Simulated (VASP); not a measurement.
# HC16 (a cell with a defect) in VASP: relaxation of the atoms with PBE+D3(BJ)

Aim: the relaxation of the atoms of HC16 (a cell with a defect) with PBE+D3(BJ).

All numbers are computed with VASP 6.6.1; they aren't measurements. Logs are shortened: lines on timing, memory, paths and dates and some standing lists are left out, and cuts for length are marked.

### Step 1. The cell of the first run

The cell holds a defect, 17 atoms: a = 5.049 Å, b = 5.049 Å, c = 5.049 Å, α = 60.00°, β = 60.00°, γ = 60.00°.

### Step 2. Relaxation of the atoms, PBE+D3(BJ)

INCAR

```
SYSTEM = HC16
ALGO = Normal
EDIFF = 1E-7
EDIFFG = -0.03
ENCUT = 520
GGA = PE
IBRION = 2
ISIF = 2
ISMEAR = 0
IVDW = 12
LASPH = .True.
LCHARG = .False.
LREAL = Auto
LWAVE = .False.
NELECT = 64.0
NELM = 100
NSW = 80
PREC = Accurate
SIGMA = 0.02
```

KPOINTS

```
k-points
0
Gamma
  3 3 3
  0 0 0
```

POSCAR

```
HC16
1.0
    0.0000000000      3.5700000000      3.5700000000
    3.5700000000      0.0000000000      3.5700000000
    3.5700000000      3.5700000000      0.0000000000
C H
16 1
Direct
    0.0000000000      0.0000000000      0.0000000000
    0.1250000000      0.1250000000      0.1250000000
    0.0000000000      0.0000000000      0.5000000000
    0.1250000000      0.1250000000      0.6250000000
    0.0000000000      0.5000000000      0.0000000000
    0.1250000000      0.6250000000      0.1250000000
    0.0000000000      0.5000000000      0.5000000000
    0.1250000000      0.6250000000      0.6250000000
    0.5000000000      0.0000000000      0.0000000000
    0.6250000000      0.1250000000      0.1250000000
    0.5000000000      0.0000000000      0.5000000000
    0.6250000000      0.1250000000      0.6250000000
    0.5000000000      0.5000000000      0.0000000000
    0.6250000000      0.6250000000      0.1250000000
    0.5000000000      0.5000000000      0.5000000000
    0.6250000000      0.6250000000      0.6250000000
    0.3644233000      0.3880066000      0.3884877000
```

Potentials or basis: VASP PAW PBE potentials, release 64 (C, H).

The run is started by

```
> cat potpaw_PBE.64/C/POTCAR potpaw_PBE.64/H/POTCAR > POTCAR
> mpirun -np 1 vasp_std > vasp.out
```

OUTCAR:

```text
SYSTEM = HC16
   EDIFF = 1E-7
   EDIFFG = -0.03
   ENCUT = 520
   GGA = PE
   IBRION = 2
   ISIF = 2
   ISMEAR = 0
   IVDW = 12
   LASPH = .True.
   LREAL = Auto
   NELECT = 64.0
   NELM = 100
   NSW = 80
   PREC = Accurate
 IVDW          = 12

 ion  position               nearest neighbor table
   1  0.000  0.000  0.000-   2 1.55   4 1.55   6 1.55  10 1.55
   2  0.125  0.125  0.125-   1 1.55   3 1.55   5 1.55   9 1.55
   3  0.000  0.000  0.500-   2 1.55   4 1.55   8 1.55  12 1.55
   4  0.125  0.125  0.625-   1 1.55   3 1.55   7 1.55  11 1.55
   5  0.000  0.500  0.000-   2 1.55   6 1.55   8 1.55  14 1.55
   6  0.125  0.625  0.125-   1 1.55   5 1.55   7 1.55  13 1.55
[... 8 lines left out ...]
  15  0.500  0.500  0.500-   8 1.55  12 1.55  14 1.55  16 1.55
  16  0.625  0.625  0.625-   7 1.55  11 1.55  13 1.55  15 1.55
  17  0.364  0.388  0.388-

  LATTYP: Found a face centered cubic cell.
 ALAT       =     7.1400000000

  Lattice vectors:

 A1 = (   0.0000000000,   3.5700000000,   3.5700000000)
 A2 = (   3.5700000000,   0.0000000000,   3.5700000000)
 A3 = (   3.5700000000,   3.5700000000,   0.0000000000)

Analysis of symmetry for initial positions (statically):
=====================================================================
 Subroutine PRICEL returns:
 Original cell was already a primitive cell.

 Routine SETGRP: Setting up the symmetry group for a
 face centered cubic supercell.

 Subroutine GETGRP returns: Found  1 space group operations
 (whereof  1 operations were pure point group operations)
 out of a pool of 48 trial point group operations.

The static configuration has the point symmetry C_1 .

Analysis of symmetry for dynamics (positions and initial velocities):
=====================================================================
 Subroutine PRICEL returns:
 Original cell was already a primitive cell.

 Routine SETGRP: Setting up the symmetry group for a
 face centered cubic supercell.

 Subroutine GETGRP returns: Found  1 space group operations
 (whereof  1 operations were pure point group operations)
 out of a pool of 48 trial point group operations.

The dynamic configuration has the point symmetry C_1 .

 Subroutine INISYM returns: Found  1 space group operations
 (whereof  1 operations are pure point group operations),
 and found     1 'primitive' translations

----------------------------------------------------------------------------------------

                                     Primitive cell

  volume of cell :      90.9986

  direct lattice vectors                    reciprocal lattice vectors
     0.000000000  3.570000000  3.570000000    -0.140056022  0.140056022  0.140056022
     3.570000000  0.000000000  3.570000000     0.140056022 -0.140056022  0.140056022
     3.570000000  3.570000000  0.000000000     0.140056022  0.140056022 -0.140056022

  length of vectors
     5.048742418  5.048742418  5.048742418     0.242584147  0.242584147  0.242584147

  position of ions in fractional coordinates (direct lattice)
     0.000000000  0.000000000  0.000000000
     0.125000000  0.125000000  0.125000000
     0.000000000  0.000000000  0.500000000
     0.125000000  0.125000000  0.625000000
     0.000000000  0.500000000  0.000000000
     0.125000000  0.625000000  0.125000000
[... 9 lines left out ...]
     0.625000000  0.625000000  0.625000000
     0.364423300  0.388006600  0.388487700

  ion indices of the primitive-cell ions
   primitive index   ion index
                 1           1
                 2           2
                 3           3
                 4           4
                 5           5
                 6           6
[... 9 lines left out ...]
                16          16
                17          17

----------------------------------------------------------------------------------------

 KPOINTS: k-points

Automatic generation of k-mesh.
 Grid dimensions read from file:
 generate k-points for:    3    3    3

 Generating k-lattice:

  Cartesian coordinates                     Fractional coordinates (reciprocal lattice)
    -0.046685341  0.046685341  0.046685341     0.333333333  0.000000000  0.000000000
     0.046685341 -0.046685341  0.046685341     0.000000000  0.333333333  0.000000000
     0.046685341  0.046685341 -0.046685341     0.000000000  0.000000000  0.333333333

  Length of vectors
     0.080861382  0.080861382  0.080861382

  Shift w.r.t. Gamma in fractional coordinates (k-lattice)
     0.000000000  0.000000000  0.000000000

 Subroutine IBZKPT returns following result:
 ===========================================

 Found     14 irreducible k-points:

 Following reciprocal coordinates:
            Coordinates               Weight
  0.000000  0.000000  0.000000      1.000000
  0.333333  0.000000  0.000000      2.000000
  0.000000  0.333333  0.000000      2.000000
  0.000000  0.000000  0.333333      2.000000
  0.333333  0.333333  0.333333      2.000000
  0.333333  0.333333  0.000000      2.000000
  0.000000  0.333333  0.333333      2.000000
  0.333333  0.000000  0.333333      2.000000
 -0.333333  0.333333  0.000000      2.000000
  0.000000 -0.333333  0.333333      2.000000
  0.333333  0.000000 -0.333333      2.000000
  0.333333  0.333333 -0.333333      2.000000
 -0.333333  0.333333 -0.333333      2.000000
  0.333333 -0.333333 -0.333333      2.000000
   k-points           NKPTS =     14   k-points in BZ     NKDIM =     14   number of bands    NBANDS=     41
   number of dos      NEDOS =    301   number of ions     NIONS =     17
   total plane-waves  NPLWV =  64000
   dimension x,y,z NGX =    40 NGY =   40 NGZ =   40
   dimension x,y,z NGXF=    80 NGYF=   80 NGZF=   80
   ions per type =              16   1
   NGX,Y,Z   is equivalent  to a cutoff of  13.17, 13.17, 13.17 a.u.
   NGXF,Y,Z  is equivalent  to a cutoff of  26.34, 26.34, 26.34 a.u.
 SYSTEM =  HC16
   PREC   = accura    normal or accurate (medium, high low for compatibility)
   ISTART =      0    job   : 0-new  1-cont  2-samecut
   ICHARG =      2    charge: 1-file 2-atom 10-const
   ISPIN  =      1    spin polarized calculation?
   LNONCOLLINEAR =      F non collinear calculations
   LSORBIT =      F    spin-orbit coupling
   LASPH  =      T    aspherical Exc in radial PAW
   ENCUT  =  520.0 eV  38.22 Ry    6.18 a.u.   9.39  9.39  9.39*2*pi/ulx,y,z
   NELM   =    100;   NELMIN=  2; NELMDL= -5     # of ELM steps
   EDIFF  = 0.1E-06   stopping-criterion for ELM
   LREAL  =      T    real-space projection
   EDIFFG = -.3E-01   stopping-criterion for IOM
   NSW    =     80    number of steps for IOM
   IBRION =      2    ionic relax: 0-MD 1-quasi-New 2-CG
   NFREE  =      1    steps in history (QN), initial steepest desc. (CG)
   ISIF   =      2    stress and relaxation
   ISYM   =      2    0-nonsym 1-usesym 2-fastsym
   POTIM  = 0.5000    time-step for ionic-motion
   TEBEG  =    0.0;   TEEND  =   0.0 temperature during run
   PSTRESS=    0.0 pullay stress
   NELECT =      64.0000    total number of electrons
   NUPDOWN=      -1.0000    fix difference up-down
   EMIN   =  10.00;   EMAX   =-10.00  energy-range for DOS
   EFERMI =   0.00;   METHOD = LEGACY
   ISMEAR =     0;   SIGMA  =   0.02  broadening in eV -4-tet -1-fermi 0-gaus
   EFERMI_NEDOS =   21; number of points for ismear=-14 and -15
   IALGO  =     38    algorithm
   IMIX   =      4    mixing-type and parameters
     AMIX     =   0.40;   BMIX     =  1.00
     AMIX_MAG =   1.60;   BMIX_MAG =  1.00
  volume/ion in A,a.u.               =       5.35        36.12
  Fermi-wavevector in a.u.,A,eV,Ry     =   1.455872  2.751200 28.838420  2.119564
  Thomas-Fermi vector in A             =   2.572856
   LORBIT       =      0    0 simple, 1 ext, 2 COOP (PROOUT), +10 PAW based schemes
   GGA     = PE    functional components
   LHFCALC =     F    Hartree Fock is set to
   AEXX    =    0.0000 exact exchange contribution
   IVDW    =    12    specifies the selected vdW correction
   LEPSILON=     F    determine dielectric tensor
   LRPA    =     F    only Hartree local field effects (RPA)
 conjugate gradient relaxation of ions
 non-spin polarized calculation
 Gauss-broadening in eV      SIGMA  =   0.02
  energy-cutoff  :      520.00
  volume of cell :       91.00
 maximum number of plane-waves:      2453
 NGX is ok and might be reduce to    40
   NGX = 19   NGY = 19   NGZ = 19

--------------------------------------- Ionic step        1  -------------------------------------------

 number of electron      63.9999994 magnetization

 Free energy of the ion-electron system (eV)
  ---------------------------------------------------
  ext. energy  EPLUGINS =         0.00000000
  ---------------------------------------------------
  free energy    TOTEN  =      -154.31888937 eV

  energy without entropy =     -154.31880364  energy(sigma->0) =     -154.31884651

------------------------ aborting loop because EDIFF is reached ----------------------------------------

 Edisp (eV)   -3.23189

 E8    (eV) :    -0.9202

  FORCE on cell =-STRESS in cart. coord.  units (eV):
  Direction    XX          YY          ZZ          XY          YZ          ZX
  --------------------------------------------------------------------------------------
  -------------------------------------------------------------------------------------
  Total     -11.32549   -10.94946   -10.94835    -0.00173     0.18146     0.00378
  in kB    -199.40356  -192.78297  -192.76344    -0.03044     3.19489     0.06651
  external pressure =     -194.98 kB  Pullay stress =        0.00 kB
[... 142 lines left out ...]
  FREE ENERGIE OF THE ION-ELECTRON SYSTEM (eV)
  ---------------------------------------------------
  free  energy   TOTEN  =      -157.6644543617 eV

  energy  without entropy=     -157.6644543607  energy(sigma->0) =     -157.66445436

[... ionic steps 4 to 35 ...]

--------------------------------------- Ionic step       36  -------------------------------------------

 number of electron      64.0000001 magnetization

------------------------ aborting loop because EDIFF is reached ----------------------------------------

 Edisp (eV)   -3.23258

 E8    (eV) :    -0.9205
[... 44 lines left out ...]
  energy  without entropy=     -158.4449685251  energy(sigma->0) =     -158.44496853

--------------------------------------- Ionic step       37  -------------------------------------------

 number of electron      64.0000001 magnetization

 E-fermi :  10.0008     XC(G=0): -13.2409

 val. band max:        9.9005538948   @ k =   0.0000   0.0000   0.0000
 cond. band min:      12.3739257121   @ k =   0.0000   0.0000   0.0000
 fundamental gap:      2.4733718173
 Fermi energy:        10.0007550733

 k-point     1 :       0.0000    0.0000    0.0000
  band No.  band energies     occupation
      1     -11.9916      2.00000
      2      -6.9542      2.00000
      3      -6.0174      2.00000
      4      -5.9445      2.00000
      5      -5.8814      2.00000
      6      -4.7799      2.00000
[... 657 lines left out ...]
  energy  without entropy=     -158.4451888193  energy(sigma->0) =     -158.44518882

--------------------------------------- Ionic step       38  -------------------------------------------

 number of electron      64.0000001 magnetization

 Free energy of the ion-electron system (eV)
  ---------------------------------------------------
  ext. energy  EPLUGINS =         0.00000000
  ---------------------------------------------------
  free energy    TOTEN  =      -155.21279473 eV

  energy without entropy =     -155.21279473  energy(sigma->0) =     -155.21279473

 E-fermi :   9.9978     XC(G=0): -13.2409

 val. band max:        9.9015086663   @ k =   0.0000   0.0000   0.0000
 cond. band min:      12.3742931358   @ k =   0.0000   0.0000   0.0000
 fundamental gap:      2.4727844695
 Fermi energy:         9.9978313044

 k-point     1 :       0.0000    0.0000    0.0000
  band No.  band energies     occupation
      1     -11.9918      2.00000
      2      -6.9555      2.00000
      3      -6.0183      2.00000
      4      -5.9447      2.00000
      5      -5.8809      2.00000
      6      -4.7790      2.00000
[... 653 lines left out ...]
  FREE ENERGIE OF THE ION-ELECTRON SYSTEM (eV)
  ---------------------------------------------------
  free  energy   TOTEN  =      -158.4453770270 eV

  energy  without entropy=     -158.4453770270  energy(sigma->0) =     -158.44537703

 reached required accuracy - stopping structural energy minimisation
```

It took 21 min on 1 thread of Intel Xeon 6975P-C (Granite Rapids), shared host; peak memory 0.29 GiB.

What came out:

```
Free energy                  : -158.4454 eV
Energy gained by relaxing    : 52.6 meV/atom
Ionic steps                  : 38
Largest force after relaxing : 0.022 eV/Å
Dispersion energy per atom   : -0.190 eV
```

Forces on the atoms (eV/Å):
```
C    0.003 -0.013 -0.011
C    0.015  0.000 -0.001
C    0.006 -0.009 -0.004
C   -0.001  0.001 -0.009
C    0.004 -0.009 -0.006
C    0.000 -0.008 -0.001
C   -0.007  0.005  0.009
C   -0.004  0.009  0.007
C    0.006  0.000  0.002
C   -0.004  0.002  0.003
C   -0.005 -0.001 -0.008
C    0.005  0.001 -0.001
C   -0.005 -0.009  0.001
C    0.004  0.001 -0.001
C    0.003  0.009  0.009
C   -0.006  0.016  0.013
H   -0.014  0.005 -0.002
```

Step by step:
| step | energy change (eV) | largest force (eV/Å) | pressure (GPa) |
| --- | --- | --- | --- |
| 1 | 0.0000 | 1.3847 | -19.50 |
| 2 | 0.2581 | 2.5297 | -18.82 |
| 3 | -0.1137 | 0.5886 | -20.08 |
| 4 | -0.1296 | 0.7253 | -19.95 |
| 5 | -0.1306 | 0.7694 | -19.96 |
| 6 | -0.1374 | 0.8208 | -19.96 |
| 7 | -0.1604 | 0.9692 | -19.92 |
| 8 | -0.2169 | 1.2303 | -19.77 |
| 9 | -0.3591 | 1.5267 | -19.27 |
| 10 | -0.5772 | 2.1535 | -17.32 |
| 11 | -0.5851 | 2.1456 | -17.22 |
| 12 | -0.6029 | 2.1246 | -16.93 |
| 13 | -0.6062 | 2.0801 | -16.27 |
| 14 | -0.6107 | 2.1007 | -16.60 |
| 15 | -0.6288 | 2.0176 | -16.63 |
| 16 | -0.6790 | 1.7643 | -16.73 |
| 17 | -0.7608 | 1.2572 | -16.87 |
| 18 | -0.8503 | 0.5027 | -16.93 |
| 19 | -0.8586 | 0.3562 | -16.87 |
| 20 | -0.8630 | 0.3244 | -16.86 |
| 21 | -0.8712 | 0.2372 | -16.82 |
| 22 | -0.8653 | 0.4556 | -16.70 |
| 23 | -0.8726 | 0.2382 | -16.79 |
| 24 | -0.8748 | 0.1841 | -16.78 |
| 25 | -0.8788 | 0.2328 | -16.76 |
| 26 | -0.8792 | 0.2660 | -16.74 |
| 27 | -0.8813 | 0.2285 | -16.69 |
| 28 | -0.8828 | 0.1671 | -16.60 |
| 29 | -0.8848 | 0.1389 | -16.52 |
| 30 | -0.8858 | 0.1511 | -16.39 |
| 31 | -0.8877 | 0.1368 | -16.29 |
| 32 | -0.8912 | 0.1400 | -15.97 |
| 33 | -0.8915 | 0.1658 | -15.79 |
| 34 | -0.8935 | 0.0900 | -15.64 |
| 35 | -0.8937 | 0.0832 | -15.57 |
| 36 | -0.8942 | 0.0460 | -15.56 |
| 37 | -0.8944 | 0.0414 | -15.55 |
| 38 | -0.8946 | 0.0217 | -15.54 |

Final structure:
```yaml
crystal:
  lattice:
    - [0.00000, 3.57000, 3.57000]
    - [3.57000, 0.00000, 3.57000]
    - [3.57000, 3.57000, 0.00000]
  atoms:
    - { symbol: C, position: [0.00296, 0.99476, 0.99454] }
    - { symbol: C, position: [0.13248, 0.11684, 0.11648] }
    - { symbol: C, position: [0.00701, 0.99562, 0.49092] }
    - { symbol: C, position: [0.12630, 0.11928, 0.62127] }
    - { symbol: C, position: [0.00677, 0.49133, 0.99549] }
    - { symbol: C, position: [0.12625, 0.62151, 0.11916] }
    - { symbol: C, position: [0.98873, 0.49547, 0.49523] }
    - { symbol: C, position: [0.09779, 0.63291, 0.63271] }
    - { symbol: C, position: [0.50660, 0.99435, 0.99407] }
    - { symbol: C, position: [0.62890, 0.11971, 0.11951] }
    - { symbol: C, position: [0.50214, 0.99696, 0.49336] }
    - { symbol: C, position: [0.63594, 0.11365, 0.61989] }
    - { symbol: C, position: [0.50202, 0.49357, 0.99692] }
    - { symbol: C, position: [0.63563, 0.62020, 0.11363] }
    - { symbol: C, position: [0.53574, 0.48481, 0.48442] }
    - { symbol: C, position: [0.61991, 0.62415, 0.62408] }
    - { symbol: H, position: [0.30924, 0.47288, 0.47681] }
```

Caveat: the k points lie up to 0.51 Å⁻¹ apart; the cell carries a net charge on a neutralising background, which shifts energy and pressure; the cell is charged against a uniform background, so pressure and absolute levels hang on convention.
